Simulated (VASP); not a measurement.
Runs of VASP 6.6.1 on PbS. The structure is that of space group P-6m2 (No. 187), or close to it. The cells are those of the table. The cell was generated, and may not be a known phase.

```tsv
task	cell	k mesh	cutoff (eV)	gap on the mesh (eV)	pressure (GPa)	relaxed volume (Å³/atom)
single point	a = 4.088, b = 4.088, c = 3.789 Å, angles 90.0, 90.0, 120.0°, 2 atoms	18 × 18 × 14	520	none	-0.1	-
relaxation of cell and atoms	relaxed from a = 4.088, b = 4.088, c = 3.789 Å, angles 90.0, 90.0, 120.0°, 2 atoms	18 × 18 × 14	600	none	0.0	(a)
single point	a = 3.241, b = 3.241, c = 5.187 Å, angles 90.0, 90.0, 120.0°, 2 atoms	6 × 6 × 4	520	none	2.2	-
relaxation of cell and atoms	relaxed from a = 3.241, b = 3.241, c = 5.187 Å, angles 90.0, 90.0, 120.0°, 2 atoms	18 × 18 × 12	600	none	0.0	27.36
single point	a = 4.088, b = 4.088, c = 3.789 Å, angles 90.0, 90.0, 120.0°, 2 atoms	18 × 18 × 12	520	none	-0.1	-
```

Alike in all rows: level PBE; potentials or basis VASP PAW PBE potentials, release 64 (Pb_d, S); no spin polarisation; smearing gaussian 0.1 eV.

Fill in the values left out.

(a) 27.42.

Caveats: some runs use coarse meshes; spin-orbit coupling is left out, which moves the levels of the heavy elements; semilocal functionals underestimate gaps, and a narrow one can read as zero (at least some runs); the volume moved by over 15 % at a fixed basis, so the end points are rough (at least some runs).

A k mesh can miss the band edges, and the runs leave out spin-orbit coupling on Pb.

A gap of «none» marks levels without a gap at the run's occupations.
